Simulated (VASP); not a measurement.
A run of VASP 6.6.1:

POSCAR

```
La
1.0
    3.7748351609      0.0000000000      0.0000000000
   -1.8874175804      3.2691031444      0.0000000000
    0.0000000000      0.0000000000      6.1101998470
La
2
Direct
    0.6666666667      0.3333333333      0.7500000000
    0.3333333333      0.6666666667      0.2500000000
```

INCAR.step1

```
PREC = Accurate
ENCUT = 520
ISMEAR = -1
SIGMA = 0.05
LREAL = False
LASPH = True
NELM = 80
NBANDS = 18
GGA = PE
ALGO = Normal
EDIFF = 1E-4
LWAVE = True
LCHARG = False
```

File INCAR.step2:

```
PREC = Accurate
ENCUT = 520
EDIFF = 1E-6
ISMEAR = -1
SIGMA = 0.05
LREAL = False
LASPH = True
NELM = 80
ALGO = Normal
ISIF = 2
LWAVE = False
LCHARG = True
METAGGA = R2SCAN
LMIXTAU = True
LELF = True
LVHAR = True
NBANDS = 18
ISTART = 1
```

File KPOINTS:

```
regular mesh
0
Gamma
  8 8 5
```

Potentials or basis: VASP PAW PBE potentials, release 64 (La).

Launch:

```bash
$ cat potpaw_PBE.64/La/POTCAR > POTCAR
$ cp INCAR.step1 INCAR
$ mpirun -np 1 vasp_std > vasp.out
$ cp INCAR.step2 INCAR
$ mpirun -np 1 vasp_std > vasp.out
```

Hardware: 1 thread of AMD EPYC 7R13 Processor (Zen 3) (shared host).

**Question.** Estimate the wall time of this run.

**Answer.** Wall time 3.5 min on 1 thread of AMD EPYC 7R13 Processor (Zen 3) (shared host), peak memory 0.18 GiB. Counts: k points 30.
